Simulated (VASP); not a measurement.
**Pt: single point with PBEsol**

Crystal: Pt.

```
CELL_PARAMETERS angstrom
0.00000 1.98793 1.98793
1.98793 0.00000 1.98793
1.98793 1.98793 0.00000
ATOMIC_POSITIONS crystal
Pt 0.00000 0.00000 0.00000
```

```
Program                : VASP 6.6.1
Task                   : single point
Functional             : PBEsol
Potentials or basis    : VASP PAW PBE potentials, release 64 (Pt)
Cutoff                 : 520 eV
k mesh                 : 22 × 22 × 22
Occupations            : gaussian, width 0.15 eV
Spin                   : collinear spin, ferromagnetic start
Starting moments       : [0.35] μB
Fixed moment           : 0.35 μB
Dipole correction      : no
Further INCAR settings : ALGO = Normal; EDIFF = 1e-06; NBANDS = 15
```

The pressure is -11.0 GPa. The net moment is 0.35 μB per cell, the site moments are Pt +0.35 μB and the valence electrons inside the program's atomic spheres are Pt 9.18.

It took 98 s on 1 thread of AMD EPYC 9R45 96-Core Processor (Zen 5) (shared host), peak memory 0.21 GiB.

Caveat: the PAW data sets were made with another functional, which shifts forces and pressure a little; the total moment is fixed, so each spin has its own Fermi level.
